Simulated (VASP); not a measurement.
# SnP4 (P-43m) in VASP: notebook

SnP4 is run at these levels: PBE; tasks: single point, relaxation of cell and atoms.

Program: VASP 6.6.1. These are calculated values, not measurements. Logs are shortened: lines on timing, memory, paths and dates and some standing lists are left out, and cuts for length are marked.

**1. The cell of the first run**

It takes space group P-43m (No. 215, cubic). The conventional cell has a = 5.089 Å, b = 5.089 Å, c = 5.089 Å, α = 90.00°, β = 90.00°, γ = 90.00°. Within 4.2 Å of Sn (site symmetry -43m) lie 16 P at 3.03 to 4.16 Å. Within 3.1 Å of P (site symmetry 3m) lie 3 P at 2.24 Å and 1 Sn at 3.03 Å.

The cell was generated, and may not be a known phase.

**2. Single point, PBE**

The input, INCAR:

```
PREC     = Accurate       # precision mode
ENCUT    = 520            # plane-wave cutoff, eV
EDIFF    = 1E-6           # SCF threshold, eV
ISMEAR   = 0              # smearing method
SIGMA    = 0.1            # smearing width, eV
LREAL    = False          # projectors in reciprocal space
LASPH    = True           # aspherical terms in the spheres
NELM     = 80             # most SCF steps
ALGO     = Normal         # electronic algorithm
ISIF     = 2              # what is computed and relaxed
LWAVE    = False          # write WAVECAR
LCHARG   = False          # write CHGCAR
GGA      = PE             # functional
NBANDS   = 25             # bands
```

The input, KPOINTS:

```
Automatic mesh
0
Gamma
  8 8 8
```

The input, POSCAR:

```
SnP4
1.0
    5.0892588221      0.0000000000      0.0000000000
    0.0000000000      5.0892588221      0.0000000000
    0.0000000000      0.0000000000      5.0892588221
Sn P
1 4
Direct
    0.5000000000      0.5000000000      0.5000000000
    0.1558789305      0.1558789305      0.1558789305
    0.8441210695      0.8441210695      0.1558789305
    0.8441210695      0.1558789305      0.8441210695
    0.1558789305      0.8441210695      0.8441210695
```

Potentials or basis: VASP PAW PBE potentials, release 64 (Sn_d, P).

Launch:

```sh
$ cat potpaw_PBE.64/Sn_d/POTCAR potpaw_PBE.64/P/POTCAR > POTCAR
$ mpirun -np 1 vasp_std > vasp.out
```

OUTCAR:

```text
PREC = Accurate
   ENCUT = 520
   EDIFF = 1E-6
   ISMEAR = 0
   LREAL = False
   LASPH = True
   NELM = 80
   ISIF = 2
   GGA = PE

 ion  position               nearest neighbor table
   1  0.500  0.500  0.500-   2 3.03   3 3.03   4 3.03   5 3.03
   2  0.156  0.156  0.156-   3 2.24   4 2.24   5 2.24   1 3.03
   3  0.844  0.844  0.156-   2 2.24   4 2.24   5 2.24   1 3.03
   4  0.844  0.156  0.844-   2 2.24   3 2.24   5 2.24   1 3.03
   5  0.156  0.844  0.844-   2 2.24   3 2.24   4 2.24   1 3.03

  LATTYP: Found a simple cubic cell.
 ALAT       =     5.0892588221

  Lattice vectors:

 A1 = (   5.0892588221,   0.0000000000,   0.0000000000)
 A2 = (   0.0000000000,   5.0892588221,   0.0000000000)
 A3 = (   0.0000000000,   0.0000000000,   5.0892588221)

Analysis of symmetry for initial positions (statically):
=====================================================================
 Subroutine PRICEL returns:
 Original cell was already a primitive cell.

 Routine SETGRP: Setting up the symmetry group for a
 simple cubic supercell.

 Subroutine GETGRP returns: Found 24 space group operations
 (whereof 24 operations were pure point group operations)
 out of a pool of 48 trial point group operations.

The static configuration has the point symmetry T_d .

Analysis of symmetry for dynamics (positions and initial velocities):
=====================================================================
 Subroutine PRICEL returns:
 Original cell was already a primitive cell.

 Routine SETGRP: Setting up the symmetry group for a
 simple cubic supercell.

 Subroutine GETGRP returns: Found 24 space group operations
 (whereof 24 operations were pure point group operations)
 out of a pool of 48 trial point group operations.

The dynamic configuration has the point symmetry T_d .

 Subroutine INISYM returns: Found 24 space group operations
 (whereof 24 operations are pure point group operations),
 and found     1 'primitive' translations

----------------------------------------------------------------------------------------

                                     Primitive cell

  volume of cell :     131.8146

  direct lattice vectors                    reciprocal lattice vectors
     5.089258822  0.000000000  0.000000000     0.196492266  0.000000000  0.000000000
     0.000000000  5.089258822  0.000000000     0.000000000  0.196492266  0.000000000
     0.000000000  0.000000000  5.089258822     0.000000000  0.000000000  0.196492266

  length of vectors
     5.089258822  5.089258822  5.089258822     0.196492266  0.196492266  0.196492266

  position of ions in fractional coordinates (direct lattice)
     0.500000000  0.500000000  0.500000000
     0.155878931  0.155878931  0.155878931
     0.844121069  0.844121069  0.155878931
     0.844121069  0.155878931  0.844121069
     0.155878931  0.844121069  0.844121069

  ion indices of the primitive-cell ions
   primitive index   ion index
                 1           1
                 2           2
                 3           3
                 4           4
                 5           5

----------------------------------------------------------------------------------------

 KPOINTS: Automatic mesh

Automatic generation of k-mesh.
 Grid dimensions read from file:
 generate k-points for:    8    8    8

 Generating k-lattice:

  Cartesian coordinates                     Fractional coordinates (reciprocal lattice)
     0.024561533  0.000000000  0.000000000     0.125000000  0.000000000  0.000000000
     0.000000000  0.024561533  0.000000000     0.000000000  0.125000000  0.000000000
     0.000000000  0.000000000  0.024561533     0.000000000  0.000000000  0.125000000

  Length of vectors
     0.024561533  0.024561533  0.024561533

  Shift w.r.t. Gamma in fractional coordinates (k-lattice)
     0.000000000  0.000000000  0.000000000

 Subroutine IBZKPT returns following result:
 ===========================================

 Found     35 irreducible k-points:

 Following reciprocal coordinates:
            Coordinates               Weight
  0.000000  0.000000  0.000000      1.000000
  0.125000  0.000000  0.000000      6.000000
  0.250000  0.000000  0.000000      6.000000
  0.375000  0.000000  0.000000      6.000000
  0.500000  0.000000  0.000000      3.000000
  0.125000  0.125000  0.000000     12.000000
[... 16 lines left out ...]
  0.375000  0.375000  0.125000     24.000000
  0.500000  0.375000  0.125000     24.000000
 [... further k-points ...]
   k-points           NKPTS =     35   k-points in BZ     NKDIM =     35   number of bands    NBANDS=     25
   number of dos      NEDOS =    301   number of ions     NIONS =      5
   total plane-waves  NPLWV =  64000
   dimension x,y,z NGX =    40 NGY =   40 NGZ =   40
   dimension x,y,z NGXF=    80 NGYF=   80 NGZF=   80
   ions per type =               1   4
   NGX,Y,Z   is equivalent  to a cutoff of  13.07, 13.07, 13.07 a.u.
   NGXF,Y,Z  is equivalent  to a cutoff of  26.13, 26.13, 26.13 a.u.
 SYSTEM =  unknown system
   PREC   = accura    normal or accurate (medium, high low for compatibility)
   ISTART =      0    job   : 0-new  1-cont  2-samecut
   ICHARG =      2    charge: 1-file 2-atom 10-const
   ISPIN  =      1    spin polarized calculation?
   LNONCOLLINEAR =      F non collinear calculations
   LSORBIT =      F    spin-orbit coupling
   LASPH  =      T    aspherical Exc in radial PAW
   ENCUT  =  520.0 eV  38.22 Ry    6.18 a.u.   9.46  9.46  9.46*2*pi/ulx,y,z
   NELM   =     80;   NELMIN=  2; NELMDL= -5     # of ELM steps
   EDIFF  = 0.1E-05   stopping-criterion for ELM
   LREAL  =      F    real-space projection
   EDIFFG = 0.1E-04   stopping-criterion for IOM
   NSW    =      0    number of steps for IOM
   IBRION =     -1    ionic relax: 0-MD 1-quasi-New 2-CG
   NFREE  =      0    steps in history (QN), initial steepest desc. (CG)
   ISIF   =      2    stress and relaxation
   ISYM   =      2    0-nonsym 1-usesym 2-fastsym
   POTIM  = 0.5000    time-step for ionic-motion
   TEBEG  =    0.0;   TEEND  =   0.0 temperature during run
   PSTRESS=    0.0 pullay stress
   NELECT =      34.0000    total number of electrons
   NUPDOWN=      -1.0000    fix difference up-down
   EMIN   =  10.00;   EMAX   =-10.00  energy-range for DOS
   EFERMI =   0.00;   METHOD = LEGACY
   ISMEAR =     0;   SIGMA  =   0.10  broadening in eV -4-tet -1-fermi 0-gaus
   EFERMI_NEDOS =   21; number of points for ismear=-14 and -15
   IALGO  =     38    algorithm
   IMIX   =      4    mixing-type and parameters
     AMIX     =   0.40;   BMIX     =  1.00
     AMIX_MAG =   1.60;   BMIX_MAG =  1.00
  volume/ion in A,a.u.               =      26.36       177.91
  Fermi-wavevector in a.u.,A,eV,Ry     =   1.042109  1.969301 14.775815  1.085992
  Thomas-Fermi vector in A             =   2.176760
   LORBIT       =      0    0 simple, 1 ext, 2 COOP (PROOUT), +10 PAW based schemes
   GGA     = PE    functional components
   LHFCALC =     F    Hartree Fock is set to
   AEXX    =    0.0000 exact exchange contribution
   IVDW    =     0    specifies the selected vdW correction
   LEPSILON=     F    determine dielectric tensor
   LRPA    =     F    only Hartree local field effects (RPA)
 non-spin polarized calculation
 Gauss-broadening in eV      SIGMA  =   0.10
  energy-cutoff  :      520.00
  volume of cell :      131.81
 maximum number of plane-waves:      3579
 NGX is ok and might be reduce to    40
   NGX = 19   NGY = 19   NGZ = 19

 number of electron      34.0000014 magnetization

 Free energy of the ion-electron system (eV)
  ---------------------------------------------------
  ext. energy  EPLUGINS =         0.00000000
  ---------------------------------------------------
  free energy    TOTEN  =       -22.82706116 eV

  energy without entropy =      -22.80243270  energy(sigma->0) =      -22.81474693

 E-fermi :   4.8567     XC(G=0):  -8.8320

 val. band max:        4.8506327128   @ k =   0.2500   0.1250   0.1250
 cond. band min:       4.8820723104   @ k =   0.5000   0.1250   0.1250
 fundamental gap:      0.0314395976
 Fermi energy:         4.8567011296

 k-point     1 :       0.0000    0.0000    0.0000
  band No.  band energies     occupation
      1     -17.2894      2.00000
      2     -17.2894      2.00000
      3     -17.2894      2.00000
      4     -17.2846      2.00000
      5     -17.2846      2.00000
      6     -11.1507      2.00000
[... 17 lines left out ...]
     24       9.3021      0.00000
     25       9.3038      0.00000

 k-point     2 :       0.1250    0.0000    0.0000
  band No.  band energies     occupation
      1     -17.2895      2.00000
      2     -17.2895      2.00000
      3     -17.2894      2.00000
      4     -17.2845      2.00000
      5     -17.2844      2.00000
      6     -11.1367      2.00000
[... 17 lines left out ...]
     24       9.0511      0.00000
     25       9.0512      0.00000

 k-point     3 :       0.2500    0.0000    0.0000
  band No.  band energies     occupation
      1     -17.2896      2.00000
      2     -17.2896      2.00000
      3     -17.2894      2.00000
      4     -17.2845      2.00000
      5     -17.2838      2.00000
      6     -11.1022      2.00000
[... 17 lines left out ...]
     24       8.7468      0.00000
     25       8.7468      0.00000

 k-point     4 :       0.3750    0.0000    0.0000
  band No.  band energies     occupation
      1     -17.2898      2.00000
      2     -17.2898      2.00000
      3     -17.2893      2.00000
      4     -17.2845      2.00000
      5     -17.2833      2.00000
      6     -11.0666      2.00000
[... 17 lines left out ...]
     24       8.9124      0.00000
     25       8.9124      0.00000
[... 477 lines left out ...]
 k-point    22 :       0.5000    0.2500    0.1250
  band No.  band energies     occupation
      1     -17.2902      2.00000
      2     -17.2899      2.00000
      3     -17.2896      2.00000
      4     -17.2839      2.00000
      5     -17.2828      2.00000
      6     -10.9987      2.00000
[... 17 lines left out ...]
     24       8.7832      0.00000
     25       9.4154      0.00000

 k-point    23 :       0.3750    0.3750    0.1250
  band No.  band energies     occupation
      1     -17.2904      2.00000
      2     -17.2898      2.00000
      3     -17.2898      2.00000
      4     -17.2837      2.00000
      5     -17.2827      2.00000
      6     -10.9819      2.00000
[... 17 lines left out ...]
     24       9.1352      0.00000
     25       9.2123      0.00000

 k-point    24 :       0.5000    0.3750    0.1250
  band No.  band energies     occupation
      1     -17.2905      2.00000
      2     -17.2899      2.00000
      3     -17.2898      2.00000
      4     -17.2836      2.00000
      5     -17.2825      2.00000
      6     -10.9690      2.00000
[... 17 lines left out ...]
     24       9.0188      0.00000
     25       9.3551      0.00000

 [... further k-points ...]

------------------------ aborting loop because EDIFF is reached ----------------------------------------

  FORCE on cell =-STRESS in cart. coord.  units (eV):
  Direction    XX          YY          ZZ          XY          YZ          ZX
  --------------------------------------------------------------------------------------
  -------------------------------------------------------------------------------------
  Total       -0.1793400     -0.1793400     -0.1793400      0.0000000      0.0000000     -0.0000000
  in kB       -2.1798377     -2.1798377     -2.1798377      0.0000000      0.0000000     -0.0000000
  external PRESSURE =      -2.1798377 kB  Pullay stress =       0.0000000 kB

 VOLUME and BASIS-vectors are now :
 -----------------------------------------------------------------------------
  energy-cutoff  :      520.00
  volume of cell :      131.81
      direct lattice vectors                 reciprocal lattice vectors
     5.089258822  0.000000000  0.000000000     0.196492266  0.000000000  0.000000000
     0.000000000  5.089258822  0.000000000     0.000000000  0.196492266  0.000000000
     0.000000000  0.000000000  5.089258822     0.000000000  0.000000000  0.196492266

 POSITION                                       TOTAL-FORCE (eV/Angst)
 -----------------------------------------------------------------------------------
      2.54463      2.54463      2.54463        -0.000000      0.000000     -0.000000
      0.79331      0.79331      0.79331        -0.064991     -0.064991     -0.064991
      4.29595      4.29595      0.79331         0.064991      0.064991     -0.064991
      4.29595      0.79331      4.29595         0.064991     -0.064991      0.064991
      0.79331      4.29595      4.29595        -0.064991      0.064991      0.064991
 -----------------------------------------------------------------------------------
    total drift:                               -0.000000     -0.000000     -0.000000

  FREE ENERGIE OF THE ION-ELECTRON SYSTEM (eV)
  ---------------------------------------------------
  free  energy   TOTEN  =       -22.8270611634 eV

  energy  without entropy=      -22.8024327040  energy(sigma->0) =      -22.81474693
```

Wall time 51 s (1 thread of AMD EPYC 9R45 (Zen 5), shared host); peak memory 0.26 GiB.

What came out:

```
Free energy            : -22.8271 eV
Pressure               : -0.2 GPa
Largest force          : 0.113 eV/Å
Band gap on the k mesh : zero (bands 17 and 18 overlap by 2.88 eV)
```

Forces in eV/Å, atoms in the order of the input:
```
Sn   0.000  0.000  0.000
P   -0.065 -0.065 -0.065
P    0.065  0.065 -0.065
P    0.065 -0.065  0.065
P   -0.065  0.065  0.065
```

Levels at points of the mesh, in eV from the Fermi level:
| k point | band 14 | band 15 | band 16 | band 17 | band 18 | band 19 | band 20 | band 21 |
| --- | --- | --- | --- | --- | --- | --- | --- | --- |
| (0.00, 0.00, 0.00) | -3.59 | -3.59 | -3.59 | 0.46 | 0.46 | 0.46 | 1.30 | 1.30 |
| (0.50, 0.00, 0.00) | -3.70 | -2.76 | -2.33 | 0.05 | 0.95 | 0.95 | 1.36 | 1.64 |
| (0.50, 0.50, 0.00) | -3.02 | -2.93 | -1.73 | -1.28 | -1.28 | 0.54 | 2.01 | 2.01 |
| (0.50, 0.50, 0.50) | -3.18 | -1.64 | -1.64 | 1.61 | 1.61 | 1.61 | 1.90 | 1.90 |

Caveat: spin-orbit coupling is left out, which moves the levels of the heavy elements.

(Continued in part 2 of 2.)

The gap in the log of VASP goes by the Fermi energy; the results here count the filled bands.